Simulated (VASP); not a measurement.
A run of VASP 6.6.1:

The input INCAR:

```
SYSTEM = Mn
PREC     = Accurate       ! precision mode
ENCUT    = 520            ! plane-wave cutoff, eV
EDIFF    = 1E-6           ! SCF threshold, eV
ISMEAR   = -1             ! smearing method
SIGMA    = 0.05           ! smearing width, eV
LREAL    = .FALSE.        ! projectors in reciprocal space
LASPH    = .TRUE.         ! aspherical terms in the spheres
NELM     = 150            ! most SCF steps
ALGO     = Normal         ! electronic algorithm
ISIF     = 2              ! what is computed and relaxed
LWAVE    = .FALSE.        ! write WAVECAR
LCHARG   = .FALSE.        ! write CHGCAR
ISPIN    = 2              ! spin polarisation
MAGMOM   = 2 2            ! initial moments
LORBIT   = 11             ! projections on sites
NUPDOWN  = 4.0            ! fixed moment
LMAXMIX  = 4              ! l up to which the mixer works
GGA      = PE             ! functional
NBANDS   = 24             ! bands
```

The input KPOINTS:

```
regular mesh
0
G
  10 10 6
  0 0 0
```

POSCAR

```
Mn
1.0
    2.4836457705      0.0000000000      0.0000000000
   -1.2418228853      2.1509003313      0.0000000000
    0.0000000000      0.0000000000      4.0261950000
Mn
2
Direct
    0.3333333333      0.6666666667      0.2500000000
    0.6666666667      0.3333333333      0.7500000000
```

Potentials or basis: VASP PAW PBE potentials, release 64 (Mn_pv).

The run is started by

```bash
$ cat potpaw_PBE.64/Mn_pv/POTCAR > POTCAR
$ mpirun -np 1 vasp_std > vasp.out
```

Hardware: 1 thread of Intel(R) Xeon(R) 6975P-C (Granite Rapids), on a shared host.

Task: Estimate the wall time of this run.

Result: It took 28 s on 1 thread of Intel(R) Xeon(R) 6975P-C (Granite Rapids), on a shared host, peak memory 0.15 GiB. Counts: scf iterations 14, k points 56.
